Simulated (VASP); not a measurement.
# Sn4SeS3 in VASP: further runs

The runs below take Sn4SeS3 through single point, with PBE.

Everything below comes from runs of VASP 6.6.1. Logs are shortened: lines on timing, memory, paths and dates and some standing lists are left out, and cuts for length are marked.

## Step 1: The cell of the first run

The structure is monoclinic, space group Cm (No. 8). The conventional cell has a = 24.037 Å, b = 4.120 Å, c = 4.339 Å, α = 90.00°, β = 99.65°, γ = 90.00°. Within 3.5 Å of Sn (site symmetry m) lie 1 S at 2.62 Å and 4 Se at 2.89 to 3.11 Å. Within 3.7 Å of Sn (site symmetry m) lie 4 S at 2.73 to 3.32 Å and 1 Se at 2.76 Å and 2 Sn at 3.61 to 3.67 Å. Within 3.4 Å of Sn (site symmetry m) lie 5 S at 2.61 to 3.32 Å. Sn (site symmetry m) has 5 S at 2.62 to 3.31 Å within 3.5 Å. Within 3.9 Å of Se (site symmetry m) lie 6 Sn at 2.76 to 3.71 Å and 4 S at 3.83 to 3.85 Å. S (site symmetry m) has 5 Sn at 2.62 to 3.32 Å within 3.5 Å. Within 3.5 Å of S (site symmetry m) lie 5 Sn at 2.62 to 3.32 Å. Within 3.4 Å of S (site symmetry m) lie 5 Sn at 2.61 to 3.31 Å.

## Step 2: Single point, PBE

INCAR

```
PREC = Accurate
ENCUT = 520
EDIFF = 1E-6
ISMEAR = 0
SIGMA = 0.1
LREAL = F
LASPH = T
NELM = 100
ALGO = Normal
ISIF = 2
LWAVE = F
LCHARG = F
GGA = PE
NBANDS = 50
```

KPOINTS

```
regular mesh
0
Gamma
  4 4 4
```

POSCAR

```
Sn4SeS3
1.0
   12.0183825000     -2.0598939000      0.0000000000
   12.0183825000      2.0598939000      0.0000000000
   -0.7272521000      0.0000000000      4.2777435000
Sn Se S
4 1 3
Direct
    0.9425500000      0.9425500000      0.8241070000
    0.5666140000      0.5666140000      0.3847410000
    0.6899820000      0.6899820000      0.0104500000
    0.3118560000      0.3118560000      0.6247980000
    0.4512530000      0.4512530000      0.3666510000
    0.0528840000      0.0528840000      0.9664980000
    0.2026030000      0.2026030000      0.6176180000
    0.7989220000      0.7989220000      0.2051360000
```

Potentials or basis: VASP PAW PBE potentials, release 64 (Sn_d, Se, S).

Launch:

```
> cat potpaw_PBE.64/Sn_d/POTCAR potpaw_PBE.64/Se/POTCAR potpaw_PBE.64/S/POTCAR > POTCAR
> mpirun -np 1 vasp_std > vasp.out
```

OUTCAR:

```text
PREC = Accurate
   ENCUT = 520
   EDIFF = 1E-6
   ISMEAR = 0
   LREAL = F
   LASPH = T
   NELM = 100
   ISIF = 2
   GGA = PE

 ion  position               nearest neighbor table
   1  0.943  0.943  0.824-   6 2.62   5 2.89   5 2.89   5 3.11   5 3.11   4 3.73   4 3.73
   2  0.567  0.567  0.385-   6 2.73   6 2.73   5 2.76   3 3.61   3 3.67
   3  0.690  0.690  0.010-   8 2.61   7 2.72   7 2.72   2 3.61   2 3.67
   4  0.312  0.312  0.625-   7 2.62   8 2.73   8 2.73   1 3.73   1 3.73
   5  0.451  0.451  0.367-   2 2.76   1 2.89   1 2.89   1 3.11   1 3.11
   6  0.053  0.053  0.966-   1 2.62   2 2.73   2 2.73
   7  0.203  0.203  0.618-   4 2.62   3 2.72   3 2.72
   8  0.799  0.799  0.205-   3 2.61   4 2.73   4 2.73

  LATTYP: Found a base centered monoclinic cell.
 ALAT       =    24.0367650000
 B/A-ratio  =     0.1713952689
 C/A-ratio  =     0.1805202412
 COS(beta)  =    -0.1676034914

  Lattice vectors:

 A1 = (  12.0183825000,  -2.0598939000,   0.0000000000)
 A2 = (  12.0183825000,   2.0598939000,   0.0000000000)
 A3 = (  -0.7272521000,   0.0000000000,   4.2777435000)

Analysis of symmetry for initial positions (statically):
=====================================================================
 Subroutine PRICEL returns:
 Original cell was already a primitive cell.

 Routine SETGRP: Setting up the symmetry group for a
 base centered monoclinic supercell.

 Subroutine GETGRP returns: Found  2 space group operations
 (whereof  2 operations were pure point group operations)
 out of a pool of  4 trial point group operations.

The static configuration has the point symmetry C_1h.

Analysis of symmetry for dynamics (positions and initial velocities):
=====================================================================
 Subroutine PRICEL returns:
 Original cell was already a primitive cell.

 Routine SETGRP: Setting up the symmetry group for a
 base centered monoclinic supercell.

 Subroutine GETGRP returns: Found  2 space group operations
 (whereof  2 operations were pure point group operations)
 out of a pool of  4 trial point group operations.

The dynamic configuration has the point symmetry C_1h.

 Subroutine INISYM returns: Found  2 space group operations
 (whereof  2 operations are pure point group operations),
 and found     1 'primitive' translations

----------------------------------------------------------------------------------------

                                     Primitive cell

  volume of cell :     211.8047

  direct lattice vectors                    reciprocal lattice vectors
    12.018382500 -2.059893900  0.000000000     0.041602936 -0.242730948  0.007072846
    12.018382500  2.059893900  0.000000000     0.041602936  0.242730948  0.007072846
    -0.727252100  0.000000000  4.277743500     0.000000000  0.000000000  0.233768107

  length of vectors
    12.193632797 12.193632797  4.339122615     0.246371960  0.246371960  0.233768107

  position of ions in fractional coordinates (direct lattice)
     0.942550000  0.942550000  0.824107000
     0.566614000  0.566614000  0.384741000
     0.689982000  0.689982000  0.010450000
     0.311856000  0.311856000  0.624798000
     0.451253000  0.451253000  0.366651000
     0.052884000  0.052884000  0.966498000
     0.202603000  0.202603000  0.617618000
     0.798922000  0.798922000  0.205136000

  ion indices of the primitive-cell ions
   primitive index   ion index
                 1           1
                 2           2
                 3           3
                 4           4
                 5           5
                 6           6
                 7           7
                 8           8

----------------------------------------------------------------------------------------

 KPOINTS: regular mesh

Automatic generation of k-mesh.
 Grid dimensions read from file:
 generate k-points for:    4    4    4

 Generating k-lattice:

  Cartesian coordinates                     Fractional coordinates (reciprocal lattice)
     0.010400734 -0.060682737  0.001768212     0.250000000 -0.000000000  0.000000000
     0.010400734  0.060682737  0.001768212    -0.000000000  0.250000000  0.000000000
     0.000000000  0.000000000  0.058442027     0.000000000  0.000000000  0.250000000

  Length of vectors
     0.061592990  0.061592990  0.058442027

  Shift w.r.t. Gamma in fractional coordinates (k-lattice)
     0.000000000  0.000000000  0.000000000

 Subroutine IBZKPT returns following result:
 ===========================================

 Found     24 irreducible k-points:

 Following reciprocal coordinates:
            Coordinates               Weight
  0.000000  0.000000  0.000000      1.000000
  0.250000  0.000000  0.000000      4.000000
  0.500000  0.000000  0.000000      2.000000
  0.250000  0.250000  0.000000      2.000000
  0.500000  0.250000  0.000000      4.000000
 -0.250000  0.250000  0.000000      2.000000
[... 16 lines left out ...]
 -0.250000  0.250000  0.500000      2.000000
  0.500000  0.500000  0.500000      1.000000
   k-points           NKPTS =     24   k-points in BZ     NKDIM =     24   number of bands    NBANDS=     50
   number of dos      NEDOS =    301   number of ions     NIONS =      8
   total plane-waves  NPLWV = 294912
   dimension x,y,z NGX =    96 NGY =   96 NGZ =   32
   dimension x,y,z NGXF=   192 NGYF=  192 NGZF=   64
   ions per type =               4   1   3
   NGX,Y,Z   is equivalent  to a cutoff of  13.09, 13.09, 12.26 a.u.
   NGXF,Y,Z  is equivalent  to a cutoff of  26.18, 26.18, 24.52 a.u.
 SYSTEM =  unknown system
   PREC   = accura    normal or accurate (medium, high low for compatibility)
   ISTART =      0    job   : 0-new  1-cont  2-samecut
   ICHARG =      2    charge: 1-file 2-atom 10-const
   ISPIN  =      1    spin polarized calculation?
   LNONCOLLINEAR =      F non collinear calculations
   LSORBIT =      F    spin-orbit coupling
   LASPH  =      T    aspherical Exc in radial PAW
   ENCUT  =  520.0 eV  38.22 Ry    6.18 a.u.  22.67 22.67  8.07*2*pi/ulx,y,z
   NELM   =    100;   NELMIN=  2; NELMDL= -5     # of ELM steps
   EDIFF  = 0.1E-05   stopping-criterion for ELM
   LREAL  =      F    real-space projection
   EDIFFG = 0.1E-04   stopping-criterion for IOM
   NSW    =      0    number of steps for IOM
   IBRION =     -1    ionic relax: 0-MD 1-quasi-New 2-CG
   NFREE  =      0    steps in history (QN), initial steepest desc. (CG)
   ISIF   =      2    stress and relaxation
   ISYM   =      2    0-nonsym 1-usesym 2-fastsym
   POTIM  = 0.5000    time-step for ionic-motion
   TEBEG  =    0.0;   TEEND  =   0.0 temperature during run
   PSTRESS=    0.0 pullay stress
   NELECT =      80.0000    total number of electrons
   NUPDOWN=      -1.0000    fix difference up-down
   EMIN   =  10.00;   EMAX   =-10.00  energy-range for DOS
   EFERMI =   0.00;   METHOD = LEGACY
   ISMEAR =     0;   SIGMA  =   0.10  broadening in eV -4-tet -1-fermi 0-gaus
   EFERMI_NEDOS =   21; number of points for ismear=-14 and -15
   IALGO  =     38    algorithm
   IMIX   =      4    mixing-type and parameters
     AMIX     =   0.40;   BMIX     =  1.00
     AMIX_MAG =   1.60;   BMIX_MAG =  1.00
  volume/ion in A,a.u.               =      26.48       178.67
  Fermi-wavevector in a.u.,A,eV,Ry     =   1.183386  2.236275 19.053620  1.400402
  Thomas-Fermi vector in A             =   2.319621
   LORBIT       =      0    0 simple, 1 ext, 2 COOP (PROOUT), +10 PAW based schemes
   GGA     = PE    functional components
   LHFCALC =     F    Hartree Fock is set to
   AEXX    =    0.0000 exact exchange contribution
   IVDW    =     0    specifies the selected vdW correction
   LEPSILON=     F    determine dielectric tensor
   LRPA    =     F    only Hartree local field effects (RPA)
 non-spin polarized calculation
 Gauss-broadening in eV      SIGMA  =   0.10
  energy-cutoff  :      520.00
  volume of cell :      211.80
 maximum number of plane-waves:      5732
 NGX is ok and might be reduce to    96
   NGX = 45   NGY = 45   NGZ = 17

 number of electron      79.9999997 magnetization

 Free energy of the ion-electron system (eV)
  ---------------------------------------------------
  ext. energy  EPLUGINS =         0.00000000
  ---------------------------------------------------
  free energy    TOTEN  =       -34.75911174 eV

  energy without entropy =      -34.75911162  energy(sigma->0) =      -34.75911168

 E-fermi :   5.6354     XC(G=0):  -9.4843

 val. band max:        5.3188323360   @ k =   0.0000   0.0000   0.5000
 cond. band min:       5.9456753041   @ k =   0.0000   0.0000   0.0000
 fundamental gap:      0.6268429680
 Fermi energy:         5.6353552145

 k-point     1 :       0.0000    0.0000    0.0000
  band No.  band energies     occupation
      1     -16.0098      2.00000
      2     -15.9988      2.00000
      3     -15.9968      2.00000
      4     -15.9916      2.00000
      5     -15.9881      2.00000
      6     -15.9811      2.00000
[... 42 lines left out ...]
     49       9.9363      0.00000
     50      10.5705      0.00000

 k-point     2 :       0.2500    0.0000    0.0000
  band No.  band energies     occupation
      1     -16.0048      2.00000
      2     -16.0003      2.00000
      3     -15.9948      2.00000
      4     -15.9899      2.00000
      5     -15.9860      2.00000
      6     -15.9811      2.00000
[... 42 lines left out ...]
     49       9.5454      0.00000
     50       9.8383      0.00000

 k-point     3 :       0.5000    0.0000    0.0000
  band No.  band energies     occupation
      1     -16.0096      2.00000
      2     -16.0034      2.00000
      3     -15.9899      2.00000
      4     -15.9894      2.00000
      5     -15.9838      2.00000
      6     -15.9764      2.00000
[... 1102 lines left out ...]
     49      10.8089      0.00000
     50      11.0680      0.00000

 k-point    24 :       0.5000    0.5000    0.5000
  band No.  band energies     occupation
      1     -16.0037      2.00000
      2     -16.0008      2.00000
      3     -15.9961      2.00000
      4     -15.9945      2.00000
      5     -15.9905      2.00000
      6     -15.9824      2.00000
[... 42 lines left out ...]
     49       8.3751      0.00000
     50       8.9357      0.00000

------------------------ aborting loop because EDIFF is reached ----------------------------------------

  FORCE on cell =-STRESS in cart. coord.  units (eV):
  Direction    XX          YY          ZZ          XY          YZ          ZX
  --------------------------------------------------------------------------------------
  -------------------------------------------------------------------------------------
  Total       -0.0782544     -0.1228604     -0.3785002      0.0000000      0.0000000      0.0415143
  in kB       -0.5919485     -0.9293659     -2.8631301      0.0000000      0.0000000      0.3140309
  external PRESSURE =      -1.4614815 kB  Pullay stress =       0.0000000 kB

 VOLUME and BASIS-vectors are now :
 -----------------------------------------------------------------------------
  energy-cutoff  :      520.00
  volume of cell :      211.80
      direct lattice vectors                 reciprocal lattice vectors
    12.018382500 -2.059893900  0.000000000     0.041602936 -0.242730948  0.007072846
    12.018382500  2.059893900  0.000000000     0.041602936  0.242730948  0.007072846
    -0.727252100  0.000000000  4.277743500     0.000000000  0.000000000  0.233768107

 POSITION                                       TOTAL-FORCE (eV/Angst)
 -----------------------------------------------------------------------------------
     22.05652      0.00000      3.52532         0.014314      0.000000     -0.003957
     13.33976      0.00000      1.64582        -0.016241      0.000000      0.003118
     16.57734      0.00000      0.04470         0.019055      0.000000     -0.000423
      7.04162      0.00000      2.67273        -0.019179      0.000000      0.002861
     10.58001      0.00000      1.56844         0.001696      0.000000      0.012920
      0.56827      0.00000      4.13443        -0.012310      0.000000     -0.015608
      4.42076      0.00000      2.64201        -0.007248      0.000000      0.000631
     19.05431      0.00000      0.87752         0.019913      0.000000      0.000459
 -----------------------------------------------------------------------------------
    total drift:                               -0.001000     -0.000000      0.001931

  FREE ENERGIE OF THE ION-ELECTRON SYSTEM (eV)
  ---------------------------------------------------
  free  energy   TOTEN  =       -34.7591117417 eV

  energy  without entropy=      -34.7591116234  energy(sigma->0) =      -34.75911168
```

Run time: 15 min. Hardware: 1 thread of Oxide Virtual Turin-like, shared host; peak memory 0.71 GiB.

What came out:

```
Free energy            : -34.7591 eV
Pressure               : -0.1 GPa
Largest force          : 0.020 eV/Å
Band gap on the k mesh : 0.63 eV (least direct gap 1.14 eV)
```

Forces on the atoms (eV/Å):
```
Sn   0.014  0.000 -0.004
Sn  -0.016  0.000  0.003
Sn   0.019  0.000  0.000
Sn  -0.019  0.000  0.003
Se   0.002  0.000  0.013
S   -0.012  0.000 -0.016
S   -0.007  0.000  0.001
S    0.020  0.000  0.000
```

Caveat: semilocal functionals underestimate gaps, and a narrow one can read as zero; spin-orbit coupling is left out, which moves the levels of the heavy elements.

(Part 1 of 2 ends here.)
